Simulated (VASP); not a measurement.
# Ru (P6_3/mmc) in VASP: further runs, part 3 of 3

VASP 6.6.1. The steps go on from the part before.

## 6. Single point, PBEsol (volume 12.895 Å^3 an atom, c/a of the conventional cell 1.6857)

The input, INCAR:

```
ALGO = Fast
EDIFF = 1E-6
ENCUT = 520
GGA = PS
ISIF = 2
ISMEAR = 0
LASPH = T
LCHARG = F
LREAL = F
LWAVE = F
NBANDS = 21
NELM = 60
PREC = Accurate
SIGMA = 0.15
```

The input, KPOINTS:

```
k-points
0
Gamma
  21 21 12
```

The input, POSCAR:

```
Ru
1.0
    2.6044347092      0.0000000000      0.0000000000
   -1.3022173546      2.2555066207      0.0000000000
    0.0000000000      0.0000000000      4.3902955893
Ru
2
Direct
    0.3333333333      0.6666666667      0.2500000000
    0.6666666667      0.3333333333      0.7500000000
```

Potentials or basis: VASP PAW PBE potentials, release 64 (Ru_pv).

On the command line:

```bash
$ cat potpaw_PBE.64/Ru_pv/POTCAR > POTCAR
$ mpirun -np 1 vasp_std > vasp.out
```

OUTCAR:

```text
EDIFF = 1E-6
   ENCUT = 520
   GGA = PS
   ISIF = 2
   ISMEAR = 0
   LASPH = T
   LREAL = F
   NELM = 60
   PREC = Accurate

 ion  position               nearest neighbor table
   1  0.333  0.667  0.250-   2 2.66   2 2.66   2 2.66   2 2.66   2 2.66   2 2.66
   2  0.667  0.333  0.750-   1 2.66   1 2.66   1 2.66   1 2.66   1 2.66   1 2.66

  LATTYP: Found a hexagonal cell.
 ALAT       =     2.6044347092
 C/A-ratio  =     1.6857000000

  Lattice vectors:

[... 765 lines left out ...]
 [... further k-points ...]

------------------------ aborting loop because EDIFF is reached ----------------------------------------

  FORCE on cell =-STRESS in cart. coord.  units (eV):
  Direction    XX          YY          ZZ          XY          YZ          ZX
  --------------------------------------------------------------------------------------
  -------------------------------------------------------------------------------------
  Total        4.0163694      4.0163694     -1.7149850     -0.0000000      0.0000000      0.0000000
  in kB      249.5128373    249.5128373   -106.5416850     -0.0000000      0.0000000      0.0000000
  external PRESSURE =     130.8279965 kB  Pullay stress =       0.0000000 kB

 VOLUME and BASIS-vectors are now :
 -----------------------------------------------------------------------------
  energy-cutoff  :      520.00
  volume of cell :       25.79
      direct lattice vectors                 reciprocal lattice vectors
     2.604434709  0.000000000  0.000000000     0.383960480  0.221679686  0.000000000
    -1.302217355  2.255506621  0.000000000     0.000000000  0.443359372  0.000000000
     0.000000000  0.000000000  4.390295589     0.000000000  0.000000000  0.227775096

 POSITION                                       TOTAL-FORCE (eV/Angst)
 -----------------------------------------------------------------------------------
     -0.00000      1.50367      1.09757        -0.000000      0.000000      0.000000
      1.30222      0.75184      3.29272         0.000000     -0.000000      0.000000
 -----------------------------------------------------------------------------------
    total drift:                               -0.000000      0.000000     -0.000000

  FREE ENERGIE OF THE ION-ELECTRON SYSTEM (eV)
  ---------------------------------------------------
  free  energy   TOTEN  =       -20.1966765977 eV

  energy  without entropy=      -20.1807105483  energy(sigma->0) =      -20.18869357
```

OSZICAR:

```text
N       E                     dE             d eps       ncg     rms          rms(c)
DAV:   1     0.285353097152E+03    0.28535E+03   -0.17497E+04 14160   0.150E+03
DAV:   2    -0.158519358602E+02   -0.30121E+03   -0.29203E+03 14435   0.447E+02
DAV:   3    -0.216789686942E+02   -0.58270E+01   -0.57954E+01 16652   0.697E+01
DAV:   4    -0.217210292325E+02   -0.42061E-01   -0.41996E-01 17588   0.569E+00
DAV:   5    -0.217215613384E+02   -0.53211E-03   -0.52817E-03 16001   0.575E-01    0.219E+01
RMM:   6    -0.203173693116E+02    0.14042E+01   -0.29301E+00 14594   0.143E+01    0.619E+00
RMM:   7    -0.202061429616E+02    0.11123E+00   -0.43920E-01 15738   0.498E+00    0.110E+00
RMM:   8    -0.201976501004E+02    0.84929E-02   -0.24674E-02 16041   0.152E+00    0.520E-01
RMM:   9    -0.201966509602E+02    0.99914E-03   -0.30714E-03 16223   0.502E-01    0.896E-02
RMM:  10    -0.201966733066E+02   -0.22346E-04   -0.55062E-04 16558   0.223E-01    0.344E-02
RMM:  11    -0.201966761688E+02   -0.28622E-05   -0.10483E-04 17505   0.722E-02    0.113E-02
RMM:  12    -0.201966770010E+02   -0.83214E-06   -0.15119E-05 16366   0.296E-02    0.381E-03
RMM:  13    -0.201966765977E+02    0.40330E-06   -0.14305E-06 11583   0.808E-03
   1 F= -.20196677E+02 E0= -.20188694E+02  d E =-.159660E-01
```

stdout:

```text
POSCAR found type information on POSCAR Ru
 POSCAR found :  1 types and       2 ions
 scaLAPACK will be used
 -----------------------------------------------------------------------------
|                                                                             |
|                                                                             |
|     You enforced a specific xc type in the INCAR file but a different       |
|     I HOPE YOU KNOW WHAT YOU ARE DOING!                                     |
|                                                                             |
 -----------------------------------------------------------------------------

 LDA part: xc-table for (Slater+PW92), standard interpolation
 POSCAR, INCAR and KPOINTS ok, starting setup
 FFT: planning ... GRIDC
 FFT: planning ... GRID_SOFT
 FFT: planning ... GRID
 WAVECAR not read
 entering main loop
WARNING in EDDRMM: call to ZHEGV failed, returncode =   8  4     19
```

Wall time 93 s (1 thread of Intel Xeon Platinum 8488C (Sapphire Rapids), shared host); peak memory 0.25 GiB.

Results:

```yaml
Free_energy: -20.1967 eV
Pressure: 13.1 GPa
Band_gap_on_the_k_mesh: zero (band 14 reaches 15.49 eV, above the bottom of band 15 at 12.15 eV)
```

Caveat: the PAW data sets were made with another functional, which shifts forces and pressure a little.

## 7. Summary

| cell | gap on the mesh (eV) | pressure (GPa) |
| --- | --- | --- |
| a = 2.672, b = 2.672, c = 3.963 Å, angles 90.0, 90.0, 120.0°, 2 atoms | none | 38.7 |
| a = 2.561, b = 2.561, c = 4.316 Å, angles 90.0, 90.0, 120.0°, 2 atoms | none | 36.4 |
| a = 2.661, b = 2.661, c = 4.207 Å, angles 90.0, 90.0, 120.0°, 2 atoms | none | 12.2 |
| a = 2.718, b = 2.718, c = 4.031 Å, angles 90.0, 90.0, 120.0°, 2 atoms | none | 14.9 |
| a = 2.604, b = 2.604, c = 4.390 Å, angles 90.0, 90.0, 120.0°, 2 atoms | none | 13.1 |

Alike in all rows: task single point; level PBEsol; potentials or basis VASP PAW PBE potentials, release 64 (Ru_pv); no spin polarisation; k mesh 21 × 21 × 12; cutoff (eV) 520; smearing gaussian 0.15 eV.

Caveats: the PAW data sets were made with another functional, which shifts forces and pressure a little.

Absolute energies hang on the potentials; compare differences alone.
